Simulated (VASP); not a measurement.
# BP (F-43m) in VASP: further runs, part 2 of 2

VASP 6.6.1. Earlier steps stand in the parts before.

## Step 3: Single point, LDA

This run uses another cell than the first one, of 11.32 Å³/atom, 0.969 times its volume.

INCAR reads:

```
SYSTEM = BP
PREC = Accurate ; ENCUT = 520
EDIFF = 1E-6 ; ISMEAR = 0
SIGMA = 0.02 ; LREAL = .False.
LASPH = .True. ; NELM = 80
ALGO = Normal ; ISIF = 2
LWAVE = .False. ; LCHARG = .False.
NBANDS = 11
```

KPOINTS reads:

```
Automatic mesh
0
Gamma
  10 10 10
  0 0 0
```

POSCAR reads:

```
BP
1.0
    0.0000000000      2.2453968615      2.2453968615
    2.2453968615      0.0000000000      2.2453968615
    2.2453968615      2.2453968615      0.0000000000
B P
1 1
Direct
    0.0000000000      0.0000000000      0.0000000000
    0.7500000000      0.7500000000      0.7500000000
```

Potentials or basis: VASP PAW LDA potentials, release 64 (B, P).

On the command line:

```
$ cat potpaw_LDA.64/B/POTCAR potpaw_LDA.64/P/POTCAR > POTCAR
$ mpirun -np 1 vasp_std > vasp.out
```

OUTCAR:

```text
SYSTEM = BP
   PREC = Accurate
   ENCUT = 520
   EDIFF = 1E-6
   ISMEAR = 0
   LREAL = .False.
   LASPH = .True.
   NELM = 80
   ISIF = 2

 ion  position               nearest neighbor table
   1  0.000  0.000  0.000-   2 1.94   2 1.94   2 1.94   2 1.94
   2  0.750  0.750  0.750-   1 1.94   1 1.94   1 1.94   1 1.94

  LATTYP: Found a face centered cubic cell.
 ALAT       =     4.4907937230

  Lattice vectors:

 A1 = (   0.0000000000,   2.2453968615,   2.2453968615)
 A2 = (   2.2453968615,   0.0000000000,   2.2453968615)
 A3 = (   2.2453968615,   2.2453968615,   0.0000000000)

Analysis of symmetry for initial positions (statically):
=====================================================================
 Subroutine PRICEL returns:
 Original cell was already a primitive cell.

 Routine SETGRP: Setting up the symmetry group for a
 face centered cubic supercell.

 Subroutine GETGRP returns: Found 24 space group operations
 (whereof 24 operations were pure point group operations)
 out of a pool of 48 trial point group operations.

The static configuration has the point symmetry T_d .

Analysis of symmetry for dynamics (positions and initial velocities):
=====================================================================
 Subroutine PRICEL returns:
 Original cell was already a primitive cell.

 Routine SETGRP: Setting up the symmetry group for a
 face centered cubic supercell.

 Subroutine GETGRP returns: Found 24 space group operations
 (whereof 24 operations were pure point group operations)
 out of a pool of 48 trial point group operations.

The dynamic configuration has the point symmetry T_d .

 Subroutine INISYM returns: Found 24 space group operations
 (whereof 24 operations are pure point group operations),
 and found     1 'primitive' translations

----------------------------------------------------------------------------------------

                                     Primitive cell

[... 112 lines left out ...]
  Fermi-wavevector in a.u.,A,eV,Ry     =   1.157360  2.187093 18.224754  1.339482
  Thomas-Fermi vector in A             =   2.293972
   LORBIT       =      0    0 simple, 1 ext, 2 COOP (PROOUT), +10 PAW based schemes
   GGA     = CA    functional components
   LHFCALC =     F    Hartree Fock is set to
   AEXX    =    0.0000 exact exchange contribution
   IVDW    =     0    specifies the selected vdW correction
   LEPSILON=     F    determine dielectric tensor
   LRPA    =     F    only Hartree local field effects (RPA)
 non-spin polarized calculation
 Gauss-broadening in eV      SIGMA  =   0.02
  energy-cutoff  :      520.00
  volume of cell :       22.64
 maximum number of plane-waves:       620
   NGX = 11   NGY = 11   NGZ = 11

 number of electron       8.0000001 magnetization

 Free energy of the ion-electron system (eV)
  ---------------------------------------------------
  ext. energy  EPLUGINS =         0.00000000
  ---------------------------------------------------
  free energy    TOTEN  =       -14.39939892 eV

  energy without entropy =      -14.39939892  energy(sigma->0) =      -14.39939892

 E-fermi :   7.8944     XC(G=0): -11.2179

 val. band max:        7.7841347138   @ k =   0.0000   0.0000   0.0000
 cond. band min:       8.9352883754   @ k =   0.4000   0.4000   0.0000
 fundamental gap:      1.1511536616
 Fermi energy:         7.8944277668

 k-point     1 :       0.0000    0.0000    0.0000
  band No.  band energies     occupation
      1      -7.8850      2.00000
      2       7.7841      2.00000
      3       7.7841      2.00000
      4       7.7841      2.00000
      5      11.2129      0.00000
      6      11.2129      0.00000
      7      11.2129      0.00000
      8      15.6358      0.00000
      9      19.2644      0.00000
     10      20.0586      0.00000
     11      20.0586      0.00000
[... 309 lines left out ...]
 k-point    24 :       0.4000    0.3000    0.0000
  band No.  band energies     occupation
      1      -4.8679      2.00000
      2       1.6296      2.00000
      3       3.6232      2.00000
      4       4.1796      2.00000
      5       9.5238      0.00000
      6      11.3196      0.00000
      7      17.3984      0.00000
      8      17.4234      0.00000
      9      21.9845      0.00000
     10      23.2464      0.00000
     11      25.0849      0.00000

 [... further k-points ...]
[... 5 lines left out ...]
  --------------------------------------------------------------------------------------
  -------------------------------------------------------------------------------------
  Total       -0.0214988     -0.0214988     -0.0214988      0.0000000      0.0000000      0.0000000
  in kB       -1.5213012     -1.5213012     -1.5213012      0.0000000      0.0000000      0.0000000
  external PRESSURE =      -1.5213012 kB  Pullay stress =       0.0000000 kB

 VOLUME and BASIS-vectors are now :
 -----------------------------------------------------------------------------
  energy-cutoff  :      520.00
  volume of cell :       22.64
      direct lattice vectors                 reciprocal lattice vectors
     0.000000000  2.245396862  2.245396862    -0.222677785  0.222677785  0.222677785
     2.245396862  0.000000000  2.245396862     0.222677785 -0.222677785  0.222677785
     2.245396862  2.245396862  0.000000000     0.222677785  0.222677785 -0.222677785

 POSITION                                       TOTAL-FORCE (eV/Angst)
 -----------------------------------------------------------------------------------
      0.00000      0.00000      0.00000         0.000000     -0.000000      0.000000
      3.36810      3.36810      3.36810        -0.000000      0.000000     -0.000000
 -----------------------------------------------------------------------------------
    total drift:                               -0.000000     -0.000000     -0.000000

  FREE ENERGIE OF THE ION-ELECTRON SYSTEM (eV)
  ---------------------------------------------------
  free  energy   TOTEN  =       -14.3993989153 eV

  energy  without entropy=      -14.3993989153  energy(sigma->0) =      -14.39939892
```

Run time: 2.9 s. Hardware: 1 thread of Intel Xeon 6975P-C (Granite Rapids), shared host; peak memory 0.13 GiB.

What came out:

```yaml
Free_energy: -14.3994 eV
Pressure: -0.2 GPa
Band_gap_on_the_k_mesh: 1.15 eV, indirect (least direct gap 3.43 eV)
```

A k mesh can miss the band edges. A hybrid or GW would open this gap; LDA tends to underestimate it.

## Step 4: Single point, LDA

This run uses another cell than the first one, of 11.32 Å³/atom, 0.969 times its volume.

INCAR reads:

```
ALGO = Normal
EDIFF = 1E-6
ENCUT = 520
ISIF = 2
ISMEAR = 0
LASPH = True
LCHARG = True
LELF = True
LREAL = False
LVHAR = True
LWAVE = False
NBANDS = 11
NELM = 60
PREC = Accurate
SIGMA = 0.01
```

KPOINTS reads:

```
k-points
0
Gamma
  10 10 10
```

POSCAR reads:

```
BP
1.0
    0.0000000000      2.2452319364      2.2452319364
    2.2452319364      0.0000000000      2.2452319364
    2.2452319364      2.2452319364      0.0000000000
B P
1 1
Direct
    0.0000000000      0.0000000000      0.0000000000
    0.7500000000      0.7500000000      0.7500000000
```

On the command line:

```
$ cat potpaw_LDA.64/B/POTCAR potpaw_LDA.64/P/POTCAR > POTCAR
$ mpirun -np 1 vasp_std > vasp.out
```

Run time: 3.1 s. Hardware: 1 thread of Intel Xeon 6975P-C (Granite Rapids), shared host; peak memory 0.12 GiB.

It converged, with:

```yaml
Free_energy: -14.3994 eV
Pressure: -0.1 GPa
Band_gap_on_the_k_mesh: 1.15 eV, indirect (least direct gap 3.43 eV)
```

Levels at points of the mesh, in eV from the valence-band top:
| k point | band 1 | band 2 | band 3 | band 4 | band 5 | band 6 | band 7 | band 8 | band 9 |
| --- | --- | --- | --- | --- | --- | --- | --- | --- | --- |
| (0.00, 0.00, 0.00) | -15.67 | 0.00 | 0.00 | 0.00 | 3.43 | 3.43 | 3.43 | 7.86 | 11.48 |
| (0.50, 0.00, 0.00) | -12.22 | -9.24 | -1.79 | -1.79 | 3.97 | 4.70 | 4.70 | 10.04 | 14.78 |
| (0.50, 0.50, 0.00) | -10.67 | -8.65 | -4.22 | -4.22 | 1.24 | 1.53 | 12.30 | 12.30 | 15.36 |

## Step 5: The runs side by side

| task | cell | cutoff (eV) | smearing | gap on the mesh (eV) | pressure (GPa) |
| --- | --- | --- | --- | --- | --- |
| relaxation of cell and atoms | relaxed from a = 3.209 Å, angles 60.0°, 2 atoms | 600 | gaussian 0.02 eV | 1.15 | 0.0 |
| single point | a = 3.175 Å, angles 60.0°, 2 atoms | 520 | gaussian 0.02 eV | 1.15 | -0.2 |
| single point | a = 3.175 Å, angles 60.0°, 2 atoms | 520 | gaussian 0.01 eV | 1.15 | -0.1 |

Alike in all rows: level LDA; potentials or basis VASP PAW LDA potentials, release 64 (B, P); no spin polarisation; k mesh 10 × 10 × 10.

Absolute energies hang on the potentials; compare differences alone.
